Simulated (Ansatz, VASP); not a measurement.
## CuO in VASP and in Ansatz

```xyz
4
Lattice="0.1896 -2.1723 -2.0431 -2.0197 0.1063 -1.9598 2.3832 2.2858 -4.3894" Properties=species:S:1:pos:R:3 pbc="T T T"
Cu    0.1715    0.1749   -4.1029
Cu   -1.7484   -1.9559   -4.0297
O     0.4097    0.0276   -6.3425
O     0.1667    0.0172   -2.1166
```

Alike in both runs: task single point; functional BLYP; k mesh 10 × 10 × 5; occupations fermi-dirac, width 0.05 eV; no spin polarisation.

|  | VASP | Ansatz |
| --- | --- | --- |
| version | VASP 6.6.1 | Ansatz 0.2.0 |
| potentials or method | VASP PAW PBE potentials, release 64 (Cu, O) | Ansatz PAW |
| plane-wave cutoff (eV) | 520 | 420 |
| valence electrons in the cell | 34 | 50 |

Ansatz gave:

```
gap on the k mesh at the Fermi level (eV)                     : none
pressure (GPa)                                                : 3.3
traceless stress, the component that is largest in VASP (GPa) : 8.27
rms of the force components (eV/Å)                            : 0.734
```

Problem. What did VASP give for the same quantities?

Solution. gap on the k mesh at the Fermi level (eV): none; pressure (GPa): 3.7; traceless stress, the component that is largest in VASP (GPa): 8.28; rms of the force components (eV/Å): 0.748.

VASP's potentials were made for PBE, not for BLYP. Atom by atom the forces differ by 0.019 eV/Å (rms over components). A gap of «none» marks a metal or a gap that the smearing closes. VASP's potentials hold 34 valence electrons a cell and Ansatz's 50, so a difference there can come from the potentials and not from the codes.
